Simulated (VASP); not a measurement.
The system is PbSe.

```
Pb Se
1.0
     3.78432    0.00000    0.00000
     0.00000    3.78432    0.00000
     0.00000    0.00000    3.78432
Pb Se
1 1
Direct
  0.00000 0.00000 0.00000
  0.50000 0.50000 0.50000
```

| Quantity | Value |
| --- | --- |
| Program | VASP 6.6.1 |
| Task | relaxation of cell and atoms |
| Functional | PBE |
| Dispersion | D4 |
| Potentials or basis | VASP PAW PBE potentials, release 64 (Pb_d, Se) |
| Cutoff | 600 eV |
| k mesh | 7 × 7 × 7 |
| Occupations | fermi-dirac, width 0.05 eV |
| Spin | no spin polarisation |

At the start: pressure -2.3 GPa; volume 27.10 Å³/atom.

Task: How do energy, volume and symmetry change on relaxing?

Result: Over 3 steps the energy falls by 9.7 meV/atom and the volume is 25.83 Å³/atom (-4.7 %); space group Pm-3m (No. 221, to 0.05 Å).

The path:
```tsv
step	energy change (eV)	largest force (eV/Å)	pressure (GPa)	volume (Å³)
1	0.0000	0.0000	-2.33	54.20
2	-0.0186	0.0000	0.56	51.16
3	-0.0194	0.0000	0.00	51.66
```

Final structure:
```
CELL_PARAMETERS angstrom
3.72438 0.00000 0.00000
0.00000 3.72438 0.00000
0.00000 0.00000 3.72438
ATOMIC_POSITIONS crystal
Pb 0.00000 0.00000 0.00000
Se 0.50000 0.50000 0.50000
```

Caveat: pairwise dispersion overbinds metals, which lowers pressure and volume.
